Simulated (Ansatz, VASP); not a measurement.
# One calculation of BaTiO3, two programs

File INCAR:

```
SYSTEM = BaTiO3
PREC     = Accurate       ! precision mode
ENCUT    = 520            ! plane-wave cutoff, eV
EDIFF    = 1E-7           ! SCF threshold, eV
ISMEAR   = 0              ! smearing method
SIGMA    = 0.02           ! smearing width, eV
LREAL    = .FALSE.        ! projectors in reciprocal space
LASPH    = .TRUE.         ! aspherical terms in the spheres
NELM     = 150            ! most SCF steps
ALGO     = Normal         ! electronic algorithm
ISIF     = 2              ! what is computed and relaxed
LWAVE    = .FALSE.        ! write WAVECAR
LCHARG   = .FALSE.        ! write CHGCAR
LMAXMIX  = 4              ! l up to which the mixer works
LDAU     = .TRUE.         ! DFT+U
LDAUTYPE = 2            
LDAUL    = -1 2 -1        ! shell
LDAUU    = 0 4 0          ! U, eV
LDAUJ    = 0 0 0        
LDAUPRINT= 1            
GGA      = PE             ! functional
NBANDS   = 28             ! bands
```

Contents of KPOINTS:

```
regular mesh
0
G
  6 6 6
  0 0 0
```

The input POSCAR:

```
BaTiO3
1.0
    2.8605249165      1.6515248305      2.3462108747
   -2.8605249165      1.6515248305      2.3462108747
    0.0000000000     -3.3030496611      2.3462108747
Ba Ti O
1 1 3
Direct
    0.0011724735      0.0011724735      0.0011724735
    0.5112785985      0.5112785985      0.5112785985
    0.4887886413      0.9810726456      0.4887886413
    0.4887886413      0.4887886413      0.9810726456
    0.9810726456      0.4887886413      0.4887886413
```

Input for Ansatz:

```yaml
crystal:
  lattice:
    - [2.8605249165, 1.6515248305, 2.3462108747]
    - [-2.8605249165, 1.6515248305, 2.3462108747]
    - [0.0, -3.3030496611, 2.3462108747]
  atoms:
    - { symbol: Ba, position: [0.0011724735, 0.0011724735, 0.0011724735] }
    - { symbol: Ti, position: [0.5112785985, 0.5112785985, 0.5112785985] }
    - { symbol: O, position: [0.4887886413, 0.9810726456, 0.4887886413] }
    - { symbol: O, position: [0.4887886413, 0.4887886413, 0.9810726456] }
    - { symbol: O, position: [0.9810726456, 0.4887886413, 0.4887886413] }
basis:
  ecutwfc: 420
kpoints:
  mp_grid: { grid: [6, 6, 6] }
hamiltonian:
  xc: pbe
  hubbard: { sites: [{ species: Ti, l: d, u_eff: 4.0 }] }
scf:
  occupations: { method: gaussian, width: 0.02 }
output:
  forces: true
  stress: true
  eigenvalues: true
```

Alike in both runs: task single point; functional PBE; k mesh 6 × 6 × 6; occupations gaussian, width 0.02 eV; no spin polarisation; Hubbard terms Ti d U = 4.0 eV.

```csv
,VASP,Ansatz
version,VASP 6.6.1,Ansatz 0.2.0
potentials or method,"VASP PAW PBE potentials, release 64 (Ba_sv, Ti_sv, O), cutoff 520 eV","scalar-relativistic, plane waves, PAW"
valence electrons in the cell,40,40
```

Ansatz gave:

- gap on the k mesh at the Fermi level (eV): 2.64
- least direct gap on the mesh (eV): 3.03
- pressure (GPa): 0.0
- traceless stress, the component that is largest in VASP (GPa): 0.00
- rms of the force components (eV/Å): 0.001

**Question.** Which values does VASP return?

**Answer.** gap on the k mesh at the Fermi level (eV): 2.62; least direct gap on the mesh (eV): 3.03; pressure (GPa): 3.4; traceless stress, the component that is largest in VASP (GPa): -0.30; rms of the force components (eV/Å): 0.225.

The programs project onto different local orbitals, so the same U acts differently, and such runs can settle in different states. Atom by atom the forces differ by 0.226 eV/Å (rms over components).

Spin-orbit coupling is off throughout.
